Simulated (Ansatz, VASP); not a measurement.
## Al2Cu in VASP and in Ansatz

```
CELL_PARAMETERS angstrom
4.20670 0.00000 0.00000
0.00000 4.20670 0.00000
0.00000 0.00000 2.88909
ATOMIC_POSITIONS crystal
Al 0.50000 0.00000 0.50000
Al 0.00000 0.50000 0.50000
Cu 0.00000 0.00000 0.00000
```

Change from the starting cell: strain +0.030 along x and y, +0.015 along z, atoms carried along.

Alike in both runs: task single point; functional PBEsol; k mesh 12 × 12 × 16; occupations gaussian, width 0.15 eV; no spin polarisation.

|  | VASP | Ansatz |
| --- | --- | --- |
| version | VASP 6.6.1 | Ansatz 0.2.0 |
| potentials or method | VASP PAW PBE potentials, release 64 (Al, Cu), cutoff 520 eV | scalar-relativistic, plane waves, PAW |
| valence electrons in the cell | 17 | 25 |

```tsv
	VASP	Ansatz	Ansatz less VASP
gap on the k mesh at the Fermi level (eV)	none	none	-
pressure (GPa)	-6.2	-6.0	+0.14
traceless stress, the component that is largest in VASP (GPa)	0.20	0.21	+0.013
```

VASP's potentials were made for PBE, not for PBEsol. A gap of «none» marks a metal or a gap that the smearing closes. VASP's potentials hold 17 valence electrons a cell and Ansatz's 25, so a difference there can come from the potentials and not from the codes.
